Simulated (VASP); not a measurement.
Wanted: the native input for a VASP 6.6.1 run.

```yaml
Task: single point
Functional: r2SCAN
Potentials_or_basis: VASP PAW PBE potentials, release 64 (Cu, I)
Cutoff: 520 eV
k_mesh: 8 × 8 × 8
Occupations: gaussian, width 0.02 eV
Spin: no spin polarisation
Dipole_correction: no
Further_INCAR_settings: ALGO = Normal; EDIFF = 1e-06; NBANDS = 16
```

The system is CuI (Marshite).

```
Cu I
1.0
     0.00000    3.04156    3.04156
     3.04156    0.00000    3.04156
     3.04156    3.04156    0.00000
Cu I
1 1
Direct
  0.25000 0.25000 0.25000
  0.00000 0.00000 0.00000
```

This cell differs from its parent crystal: volume scaled by 1.03.

One way to write it, as run:

POSCAR

```
CuI
1.0
    0.0000000000      3.0415552411      3.0415552411
    3.0415552411      0.0000000000      3.0415552411
    3.0415552411      3.0415552411      0.0000000000
Cu I
1 1
Direct
    0.2500000000      0.2500000000      0.2500000000
    0.0000000000      0.0000000000      0.0000000000
```

INCAR.step1

```
  ALGO = Normal
  EDIFF = 1E-4
  ENCUT = 520
  GGA = PE
  ISMEAR = 0
  LASPH = T
  LCHARG = F
  LREAL = F
  LWAVE = T
  NBANDS = 16
  NELM = 80
  PREC = Accurate
  SIGMA = 0.02
```

INCAR.step2

```
  ALGO = Normal
  EDIFF = 1E-6
  ENCUT = 520
  ISIF = 2
  ISMEAR = 0
  ISTART = 1
  LASPH = T
  LCHARG = F
  LMIXTAU = T
  LREAL = F
  LWAVE = F
  METAGGA = R2SCAN
  NBANDS = 16
  NELM = 80
  PREC = Accurate
  SIGMA = 0.02
```

KPOINTS

```
k-points
0
Gamma
  8 8 8
```

Potentials or basis: VASP PAW PBE potentials, release 64 (Cu, I).

Command:

```bash
$ cat potpaw_PBE.64/Cu/POTCAR potpaw_PBE.64/I/POTCAR > POTCAR
$ cp INCAR.step1 INCAR
$ mpirun -np 1 vasp_std > vasp.out
$ cp INCAR.step2 INCAR
$ mpirun -np 1 vasp_std > vasp.out
```

It gave:

```yaml
Pressure: -1.3 GPa
Band_gap_on_the_k_mesh: 1.59 eV, direct
```

Caveat: the PAW data sets were made with another functional, which shifts forces and pressure a little; spin-orbit coupling is left out, which moves the levels of the heavy elements.

It took 58 s on 1 thread of Intel(R) Xeon(R) Platinum 8375C CPU @ 2.90GHz (Ice Lake), on a shared host, peak memory 0.2 GiB.
